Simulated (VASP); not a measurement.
# Ru3S: single point with PBE

The system is Ru3S.

```
Ru S
1.0
     3.79850    0.00000    0.00000
     0.00000    3.79850    0.00000
     0.00000    0.00000    3.79850
Ru S
3 1
Direct
  0.00000 0.50000 0.50000
  0.50000 0.00000 0.50000
  0.50000 0.50000 0.00000
  0.00000 0.00000 0.00000
```

```
Program             : VASP 6.6.1
Task                : single point
Functional          : PBE
Potentials or basis : VASP PAW PBE potentials, release 64 (Ru_pv, S)
Cutoff              : 520 eV
k mesh              : 12 × 12 × 12
Occupations         : gaussian, width 0.1 eV
Spin                : no spin polarisation
```

| Quantity | Value |
| --- | --- |
| Pressure | 0.0 GPa |
| Band gap on the k mesh | zero (bands 24 and 25 overlap by 1.05 eV) |

Levels at points of the mesh, in eV from the Fermi level:
```
           k point  band 21  band 22  band 23  band 24  band 25  band 26  band 27  band 28
(0.00, 0.00, 0.00)    -1.04    -1.04    -0.59     0.68     0.68     1.90     2.40     2.40
(0.50, 0.00, 0.00)    -1.27    -1.14    -1.14    -0.26     0.85     0.89     1.61     1.61
(0.50, 0.50, 0.00)    -1.20    -1.06    -0.81    -0.70    -0.14     0.10     1.83     1.83
(0.50, 0.50, 0.50)    -1.21    -1.21    -1.21    -0.27    -0.27     0.98     1.91     1.91
```

Run time: 2.5 min on 1 thread of Oxide Virtual Turin-like Processor, with other jobs on the host, peak memory 0.2 GiB.
